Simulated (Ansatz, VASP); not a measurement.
Two plane-wave programs on Os

```
Os
1.0
     2.62474    0.00000    0.00000
    -1.31237    2.27309    0.00000
     0.00000    0.00000    4.66528
Os
2
Cartesian
  0.0000 1.5154 1.1663
  1.3124 0.7577 3.4990
```

Change from the starting cell: strain -0.040 along x and y, +0.080 along z, atoms carried along.

Alike in both runs: task single point; functional LDA; k mesh 21 × 21 × 12; occupations gaussian, width 0.15 eV; no spin polarisation.

|  | VASP | Ansatz |
| --- | --- | --- |
| version | VASP 6.6.1 | Ansatz 0.2.0 |
| potentials or method | VASP PAW LDA potentials, release 64 (Os), cutoff 520 eV | scalar-relativistic, plane waves, PAW |
| valence electrons in the cell | 16 | 32 |

Ansatz gave:

| Quantity | Value |
| --- | --- |
| gap on the k mesh at the Fermi level (eV) | none |
| pressure (GPa) | -1.4 |
| traceless stress, the component that is largest in VASP (GPa) | -47.73 |

Which values does VASP return?

gap on the k mesh at the Fermi level (eV): none; pressure (GPa): -0.5; traceless stress, the component that is largest in VASP (GPa): -47.26.

LDA's correlation is that of Perdew and Zunger in VASP and of Perdew and Wang (1992) in Ansatz. A gap of «none» marks a metal or a gap that the smearing closes. VASP's potentials hold 16 valence electrons a cell and Ansatz's 32, so a difference there can come from the potentials and not from the codes.

Neither program's run includes spin-orbit coupling.
